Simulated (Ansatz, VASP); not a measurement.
One calculation of BeTe, two programs

The input INCAR:

```
SYSTEM = BeTe
PREC = Accurate
ENCUT = 520
EDIFF = 1E-7
ISMEAR = 0
SIGMA = 0.01
LREAL = .False.
LASPH = .True.
NELM = 100
ALGO = Normal
ISIF = 2
LWAVE = .False.
LCHARG = .False.
NBANDS = 11
```

File KPOINTS:

```
Automatic mesh
0
Gamma
  8 8 8
  0 0 0
```

Contents of POSCAR:

```
BeTe
1.0
    2.7494527144      2.7494527144      0.0000000000
   -2.7494527144      2.7494527144      0.0000000000
    0.0000000000      2.7494527144      2.7995830114
Be Te
1 1
Direct
    0.0000000000      0.0000000000      0.0000000000
    0.7500000000      0.2500000000      0.5000000000
```

Input for Ansatz:

```yaml
crystal:
  lattice:
    - [2.74945271441, 2.74945271441, 0.0]
    - [-2.74945271441, 2.74945271441, 0.0]
    - [0.0, 2.74945271441, 2.79958301144]
  atoms:
    - { symbol: Be, position: [0.0, 0.0, 0.0] }
    - { symbol: Te, position: [0.75, 0.25, 0.5] }
kpoints:
  mp_grid: { grid: [8, 8, 8] }
scf:
  occupations: { method: fixed }
  convergence: { dr2_threshold: 1.0e-10 }
hamiltonian:
  xc: lda
  pseudopotentials: { kind: all_electron, lapw: { basis_error: 0.0005 } }
output:
  forces: true
  stress: true
  eigenstates:
    kpoints:
      - [0.0, 0.0, 0.0]
      - [-0.5, 0.5, 0.0]
      - [-0.5, -0.5, -0.5]
      - [0.0, 0.0, -0.5]
      - [0.0, -0.5, -0.5]
      - [0.0, 0.5, 0.0]
      - [-0.5, 0.0, 0.0]
      - [-0.5, 0.0, -0.5]
  eigenvalues: true
```

Change from the starting cell: film at in-plane strain -0.01.

Alike in both runs: task single point; functional LDA; k mesh 8 × 8 × 8; no spin polarisation.

|  | VASP | Ansatz |
| --- | --- | --- |
| version | VASP 6.6.1 | Ansatz 0.2.0 |
| potentials or method | VASP PAW LDA potentials, release 64 (Be, Te), cutoff 520 eV | all-electron LAPW, scalar-relativistic |
| occupations | gaussian, width 0.01 eV | fixed |

Ansatz gave:

```
gap on the k mesh at the Fermi level (eV)                     : 1.68
pressure (GPa)                                                : 0.8
traceless stress, the component that is largest in VASP (GPa) : -0.79
```

**Question.** What did VASP give for the same quantities?

**Answer.** gap on the k mesh at the Fermi level (eV): 1.66; pressure (GPa): 1.1; traceless stress, the component that is largest in VASP (GPa): -0.79.

LDA's correlation is that of Perdew and Zunger in VASP and of Perdew and Wang (1992) in Ansatz. Ansatz ran all-electron here, and VASP with PAW potentials.

Spin-orbit coupling is off throughout.
